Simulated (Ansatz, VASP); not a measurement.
# One calculation of GaP, two programs

```
Ga P
1.0
     0.00000    2.75254    2.75254
     2.75254    0.00000    2.75254
     2.75254    2.75254    0.00000
Ga P
1 1
Direct
  0.00000 0.00000 0.00000
  0.25000 0.25000 0.25000
```

Alike in both runs: task single point; functional PBE; k mesh 6 × 6 × 6; occupations gaussian, width 0.02 eV; no spin polarisation.

|  | VASP | Ansatz |
| --- | --- | --- |
| version | VASP 6.6.1 | Ansatz 0.2.0 |
| potentials or method | VASP PAW PBE potentials, release 64 (Ga_d, P), cutoff 500 eV | scalar-relativistic, plane waves, PAW |
| valence electrons in the cell | 18 | 18 |

```csv
,VASP,Ansatz,Ansatz less VASP
gap on the k mesh at the Fermi level (eV),1.58,1.58,+0.003
least direct gap on the mesh (eV),1.58,1.58,+0.003
pressure (GPa),0.0,0.1,+0.08
```

With one functional, cell and mesh, what is left measures potentials, basis and numerics.
